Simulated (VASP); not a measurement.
# H22CO11 in VASP: notebook, part 3 of 4

VASP 6.6.1. Earlier steps stand in the parts before.

**6. Single point, PBE+D3(BJ)**

This run uses another cell than the first one, of 4.94 Å³/atom, 1.018 times its volume.

The input, INCAR:

```
  PREC = Accurate
  ENCUT = 520
  EDIFF = 1E-7
  ISMEAR = -1
  SIGMA = 0.05
  LREAL = Auto
  LASPH = T
  NELM = 100
  ALGO = Normal
  ISIF = 2
  LWAVE = F
  LCHARG = T
  GGA = PE
  IVDW = 12
  LELF = T
  LVHAR = T
  NBANDS = 69
```

The input, KPOINTS:

```
Automatic mesh
0
Gamma
  1 1 1
```

The input, POSCAR:

```
H22CO11
1.0
    5.5189350000      0.0000000000      0.0000000000
    0.0000000000      5.5189350000      0.0000000000
    0.0000000000      0.0000000000      5.5189350000
O H C
11 22 1
Direct
    0.7837019280      0.0986603394      0.9325712298
    0.7078720804      0.5343241042      0.7390918719
    0.1361494564      1.0440782506      0.2166178801
    1.0497133958      0.7884311013     -0.1730768708
    0.7846260193     -0.2109827349      0.3351552428
    0.5079240832      0.5096997881      0.1474016273
    0.0732931263      0.4728810903      0.1214364728
    0.1026466157      0.2994961890      0.5588578231
    0.3270920929      0.7257378462      0.5012198912
    0.6383840361      0.2046771705      0.3843313973
    0.4054586619      0.1849088638     -0.1755592338
    1.1337151099      0.3466973248      0.7271149234
    0.9081824664      0.0107629461      0.8318090356
    0.5465547248      0.5987387059      0.6559236519
    0.7087236940      0.3872123879      0.6414281016
    0.1932256858      1.0175151546      0.3775184886
    0.0884047375      0.9001374359      0.1220525337
    1.0461438665      0.6180721462     -0.0567681989
    0.8456885251      0.6748584645     -0.2388141915
    0.9012064828     -0.3284510508      0.3181229712
    0.6306107972     -0.2770824443      0.3476576550
    0.5748935257      0.3572428376      0.2040792291
    0.5860369800      0.5308270527     -0.0005254637
    0.2909256949      0.4571352987      0.1202043510
    0.0377065503      0.2920128612      0.1427449318
    0.2602857254      0.0853063136      0.8149941973
    0.0281213676      0.4528228725      0.4884638069
    0.1806326764      0.7484777407      0.6552713522
    0.3713759992      0.6027612211      0.4008382052
    0.4908918116      0.2063622782      0.4985382143
    0.7234729164      0.0523470561      0.4006207719
    0.5642936545     -0.1204761426     -0.2479282688
    0.5046807038     -0.0877161989      0.0703215385
    0.5618294109     -0.0066679531     -0.0938768078
```

Potentials or basis: VASP PAW PBE potentials, release 64 (O, H, C).

Started as:

```sh
$ cat potpaw_PBE.64/O/POTCAR potpaw_PBE.64/H/POTCAR potpaw_PBE.64/C/POTCAR > POTCAR
$ mpirun -np 1 vasp_gam > vasp.out
```

OUTCAR:

```text
PREC = Accurate
   ENCUT = 520
   EDIFF = 1E-7
   ISMEAR = -1
   LREAL = Auto
   LASPH = T
   NELM = 100
   ISIF = 2
   GGA = PE
   IVDW = 12
 IVDW          = 12

 ion  position               nearest neighbor table
   1  0.784  0.099  0.933-  13 1.01  34 1.36
   2  0.708  0.534  0.739-  15 0.97  14 1.06  19 1.09
   3  0.136  0.044  0.217-  16 0.95  17 0.99
   4  0.050  0.788  0.827-  18 1.14  28 1.21  19 1.34
   5  0.785  0.789  0.335-  20 0.92  21 0.93
   6  0.508  0.510  0.147-  23 0.93  22 0.97  24 1.24
   7  0.073  0.473  0.121-  25 1.02  24 1.20  18 1.28
   8  0.103  0.299  0.559-  12 0.98  27 1.02
   9  0.327  0.726  0.501-  29 0.91  28 1.18
  10  0.638  0.205  0.384-  31 0.97  30 1.03  22 1.35
  11  0.405  0.185  0.824-  26 0.97  34 1.44
  12  0.134  0.347  0.727-   8 0.98
  13  0.908  0.011  0.832-   1 1.01
  14  0.547  0.599  0.656-   2 1.06
  15  0.709  0.387  0.641-   2 0.97
  16  0.193  0.018  0.378-   3 0.95
  17  0.088  0.900  0.122-   3 0.99
  18  0.046  0.618  0.943-   4 1.14   7 1.28
  19  0.846  0.675  0.761-   2 1.09   4 1.34
  20  0.901  0.672  0.318-   5 0.92
  21  0.631  0.723  0.348-   5 0.93
  22  0.575  0.357  0.204-   6 0.97  10 1.35
  23  0.586  0.531  0.999-   6 0.93
  24  0.291  0.457  0.120-   7 1.20   6 1.24
  25  0.038  0.292  0.143-   7 1.02
  26  0.260  0.085  0.815-  11 0.97
  27  0.028  0.453  0.488-   8 1.02
  28  0.181  0.748  0.655-   9 1.18   4 1.21
  29  0.371  0.603  0.401-   9 0.91
  30  0.491  0.206  0.499-  10 1.03
  31  0.723  0.052  0.401-  10 0.97
  32  0.564  0.880  0.752-  34 1.06
  33  0.505  0.912  0.070-  34 1.06
  34  0.562  0.993  0.906-  32 1.06  33 1.06   1 1.36  11 1.44

  LATTYP: Found a simple cubic cell.
 ALAT       =     5.5189350000

  Lattice vectors:

 A1 = (   5.5189350000,   0.0000000000,   0.0000000000)
 A2 = (   0.0000000000,   5.5189350000,   0.0000000000)
 A3 = (   0.0000000000,   0.0000000000,   5.5189350000)

Analysis of symmetry for initial positions (statically):
=====================================================================
 Subroutine PRICEL returns:
 Original cell was already a primitive cell.

 Routine SETGRP: Setting up the symmetry group for a
 simple cubic supercell.

 Subroutine GETGRP returns: Found  1 space group operations
 (whereof  1 operations were pure point group operations)
 out of a pool of 48 trial point group operations.

The static configuration has the point symmetry C_1 .

Analysis of symmetry for dynamics (positions and initial velocities):
=====================================================================
 Subroutine PRICEL returns:
 Original cell was already a primitive cell.

 Routine SETGRP: Setting up the symmetry group for a
 simple cubic supercell.

 Subroutine GETGRP returns: Found  1 space group operations
 (whereof  1 operations were pure point group operations)
 out of a pool of 48 trial point group operations.

The dynamic configuration has the point symmetry C_1 .

 Subroutine INISYM returns: Found  1 space group operations
 (whereof  1 operations are pure point group operations),
 and found     1 'primitive' translations
[... 102 lines left out ...]

  Length of vectors
     0.181194379  0.181194379  0.181194379

  Shift w.r.t. Gamma in fractional coordinates (k-lattice)
     0.000000000  0.000000000  0.000000000

 Subroutine IBZKPT returns following result:
 ===========================================

 Found      1 irreducible k-points:

 Following reciprocal coordinates:
            Coordinates               Weight
  0.000000  0.000000  0.000000      1.000000
   k-points           NKPTS =      1   k-points in BZ     NKDIM =      1   number of bands    NBANDS=     69
   number of dos      NEDOS =    301   number of ions     NIONS =     34
   total plane-waves  NPLWV =  74088
   dimension x,y,z NGX =    42 NGY =   42 NGZ =   42
   dimension x,y,z NGXF=    84 NGYF=   84 NGZF=   84
   ions per type =              11  22   1
   NGX,Y,Z   is equivalent  to a cutoff of  12.65, 12.65, 12.65 a.u.
   NGXF,Y,Z  is equivalent  to a cutoff of  25.30, 25.30, 25.30 a.u.
 SYSTEM =  unknown system
   PREC   = accura    normal or accurate (medium, high low for compatibility)
   ISTART =      0    job   : 0-new  1-cont  2-samecut
   ICHARG =      2    charge: 1-file 2-atom 10-const
   ISPIN  =      1    spin polarized calculation?
   LNONCOLLINEAR =      F non collinear calculations
   LSORBIT =      F    spin-orbit coupling
   LASPH  =      T    aspherical Exc in radial PAW
   ENCUT  =  520.0 eV  38.22 Ry    6.18 a.u.  10.26 10.26 10.26*2*pi/ulx,y,z
   NELM   =    100;   NELMIN=  2; NELMDL= -5     # of ELM steps
   EDIFF  = 0.1E-06   stopping-criterion for ELM
   LREAL  =      T    real-space projection
   EDIFFG = 0.1E-05   stopping-criterion for IOM
   NSW    =      0    number of steps for IOM
   IBRION =     -1    ionic relax: 0-MD 1-quasi-New 2-CG
   NFREE  =      0    steps in history (QN), initial steepest desc. (CG)
   ISIF   =      2    stress and relaxation
   ISYM   =      2    0-nonsym 1-usesym 2-fastsym
   POTIM  = 0.5000    time-step for ionic-motion
   TEBEG  =    0.0;   TEEND  =   0.0 temperature during run
   PSTRESS=    0.0 pullay stress
   NELECT =      92.0000    total number of electrons
   NUPDOWN=      -1.0000    fix difference up-down
   EMIN   =  10.00;   EMAX   =-10.00  energy-range for DOS
   EFERMI =   0.00;   METHOD = LEGACY
   ISMEAR =    -1;   SIGMA  =   0.05  broadening in eV -4-tet -1-fermi 0-gaus
   EFERMI_NEDOS =   21; number of points for ismear=-14 and -15
   IALGO  =     38    algorithm
   IMIX   =      4    mixing-type and parameters
     AMIX     =   0.40;   BMIX     =  1.00
     AMIX_MAG =   1.60;   BMIX_MAG =  1.00
  volume/ion in A,a.u.               =       4.94        33.36
  Fermi-wavevector in a.u.,A,eV,Ry     =   1.339108  2.530547 24.398094  1.793209
  Thomas-Fermi vector in A             =   2.467525
   LORBIT       =      0    0 simple, 1 ext, 2 COOP (PROOUT), +10 PAW based schemes
   GGA     = PE    functional components
   LHFCALC =     F    Hartree Fock is set to
   AEXX    =    0.0000 exact exchange contribution
   IVDW    =    12    specifies the selected vdW correction
   LEPSILON=     F    determine dielectric tensor
   LRPA    =     F    only Hartree local field effects (RPA)
 non-spin polarized calculation
  energy-cutoff  :      520.00
  volume of cell :      168.10
 maximum number of plane-waves:      2277
 NGX is ok and might be reduce to    42
   NGX = 21   NGY = 21   NGZ = 21

 number of electron      91.9999999 magnetization

 Free energy of the ion-electron system (eV)
  ---------------------------------------------------
  ext. energy  EPLUGINS =         0.00000000
  ---------------------------------------------------
  free energy    TOTEN  =      -159.02179934 eV

  energy without entropy =     -159.02179934  energy(sigma->0) =     -159.02179934

 E-fermi :   2.8247     XC(G=0): -10.3065

 val. band max:        1.5261545143   @ k =   0.0000   0.0000   0.0000
 cond. band min:       6.5881408962   @ k =   0.0000   0.0000   0.0000
 fundamental gap:      5.0619863819
 Fermi energy:         2.8246669323

 k-point     1 :       0.0000    0.0000    0.0000
  band No.  band energies     occupation
      1     -21.1950      2.00000
      2     -20.0548      2.00000
      3     -19.7325      2.00000
      4     -18.9880      2.00000
      5     -18.5099      2.00000
      6     -18.4080      2.00000
[... 50 lines left out ...]
     57      11.9563      0.00000
     58      12.3737      0.00000
 [bands above 58 left out]

------------------------ aborting loop because EDIFF is reached ----------------------------------------

 Edisp (eV)   -2.53164

 E8    (eV) :    -0.5374

  FORCE on cell =-STRESS in cart. coord.  units (eV):
  Direction    XX          YY          ZZ          XY          YZ          ZX
  --------------------------------------------------------------------------------------
  -------------------------------------------------------------------------------------
  Total      27.45938    32.32000    26.32951    -2.70354     0.62353     1.27159
  in kB     261.71910   308.04634   250.95017   -25.76784     5.94294    12.11970
  external pressure =      273.57 kB  Pullay stress =        0.00 kB

 VOLUME and BASIS-vectors are now :
 -----------------------------------------------------------------------------
  energy-cutoff  :      520.00
  volume of cell :      168.10
      direct lattice vectors                 reciprocal lattice vectors
     5.518935000  0.000000000  0.000000000     0.181194379  0.000000000  0.000000000
     0.000000000  5.518935000  0.000000000     0.000000000  0.181194379  0.000000000
     0.000000000  0.000000000  5.518935000     0.000000000  0.000000000  0.181194379

 POSITION                                       TOTAL-FORCE (eV/Angst)
 -----------------------------------------------------------------------------------
      4.32520      0.54450      5.14680         0.057942      0.996302     -0.081757
      3.90670      2.94890      4.07900        -2.888405      0.487542     -0.453865
      0.75140      0.24326      1.19550         0.251277      0.133040     -1.477644
      0.27437      4.35130      4.56374         0.173406     -1.425835     -1.399366
      4.33030      4.35453      1.84970         0.304755      3.614859      1.118275
      2.80320      2.81300      0.81350        -2.773814      1.193471      0.643089
[... 26 lines left out ...]
      2.78530      5.03483      0.38810        -0.853494     -0.108958      0.828748
      3.10070      5.48214      5.00083         1.603749      1.896832     -0.882079
 -----------------------------------------------------------------------------------
    total drift:                               -0.006598     -0.001857      0.004015

  FREE ENERGIE OF THE ION-ELECTRON SYSTEM (eV)
  ---------------------------------------------------
  free  energy   TOTEN  =      -161.5534370461 eV

  energy  without entropy=     -161.5534370461  energy(sigma->0) =     -161.55343705
```

Wall time 60 s (1 thread of AMD EPYC 7R13, shared host); peak memory 0.26 GiB.

Results:

* Free energy: -161.5534 eV
* Pressure: 27.4 GPa
* Largest force: 4.463 eV/Å
* Band gap on the k mesh: 5.06 eV
* Dispersion energy per atom: -0.074 eV

Forces in eV/Å, atoms in the order of the input:
```
O    0.058  0.996 -0.082
O   -2.888  0.488 -0.454
O    0.251  0.133 -1.478
O    0.173 -1.426 -1.399
O    0.305  3.615  1.118
O   -2.774  1.193  0.643
O    0.970 -0.586 -0.669
O   -1.225  2.148  0.734
O    0.631  2.851  3.375
O   -2.057  1.157  2.582
O   -0.380 -1.397  0.386
H   -0.067  0.029 -0.586
H   -0.765 -0.005  0.682
H    0.157  0.922  0.515
H    1.445 -1.449 -0.410
H    0.004 -0.804  0.150
H    0.416  0.725  0.723
H    0.709  0.216  0.947
H    1.502  0.517 -0.422
H    2.286 -2.347 -0.969
H   -1.747 -0.934 -0.173
H    0.972 -1.952  1.002
H    1.069  0.452 -2.572
H   -1.687  0.801 -0.149
H   -0.017  0.413 -0.192
H   -0.458  0.216 -0.093
H    1.021 -1.977  0.307
H   -0.132 -0.402  0.376
H   -0.416 -2.672 -2.369
H    1.116 -0.606 -0.748
H    0.849 -1.225 -0.196
H   -0.072 -0.879 -0.524
H   -0.853 -0.109  0.829
C    1.604  1.897 -0.882
```

Stress tensor (GPa, compression positive):
```
26.17 -2.58  1.21
-2.58 30.80  0.59
 1.21  0.59 25.10
```

Caveat: the k points lie up to 1.14 Å⁻¹ apart.

[end of part 3 of 4]
